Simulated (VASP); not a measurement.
Wanted: the native input for a VASP 6.6.1 run.

```yaml
Task: single point
Functional: RPBE
Potentials_or_basis: VASP PAW PBE potentials, release 64 (Au)
Cutoff: 520 eV
k_mesh: 13 × 13 × 12
Occupations: fermi-dirac, width 0.1 eV
Spin: no spin polarisation
Dipole_correction: no
Further_INCAR_settings: ALGO = Normal; EDIFF = 1e-07; NBANDS = 18
```

The structure of Au lies in POSCAR:

```
Au
1.0
   -2.9900117845      3.4041920063      1.3563036260
    3.4041920063     -2.9900117845      1.3563036260
    1.9601132225      1.9601132225     -0.5977317912
Au
2
Direct
    0.0075260574      0.9924739426      0.0000000000
    0.7424739426      0.2575260574      0.5000000000
```

This cell differs from its parent crystal: volume scaled by 0.92.

The input as run:

INCAR

```
PREC     = Accurate       # precision mode
ENCUT    = 520            # plane-wave cutoff, eV
EDIFF    = 1E-7           # SCF threshold, eV
ISMEAR   = -1             # smearing method
SIGMA    = 0.1            # smearing width, eV
LREAL    = F              # projectors in reciprocal space
LASPH    = T              # aspherical terms in the spheres
NELM     = 100            # most SCF steps
ALGO     = Normal         # electronic algorithm
ISIF     = 2              # what is computed and relaxed
LWAVE    = F              # write WAVECAR
LCHARG   = F              # write CHGCAR
GGA      = RP             # functional
NBANDS   = 18             # bands
```

KPOINTS

```
Automatic mesh
0
Gamma
  13 13 12
```

Potentials or basis: VASP PAW PBE potentials, release 64 (Au).

Command:

```sh
$ cat potpaw_PBE.64/Au/POTCAR > POTCAR
$ mpirun -np 1 vasp_std > vasp.out
```

Results of the run:

- Pressure: 11.5 GPa
- Largest force: 0.061 eV/Å
- Band gap on the k mesh: zero (band 11 reaches 12.34 eV, above the bottom of band 12 at 6.84 eV)

Caveat: the PAW data sets were made with another functional, which shifts forces and pressure a little; spin-orbit coupling is left out, which moves the levels of the heavy elements.

It took 8.5 min on 1 thread of Oxide Virtual Turin-like Processor, with other jobs on the host, peak memory 0.37 GiB.
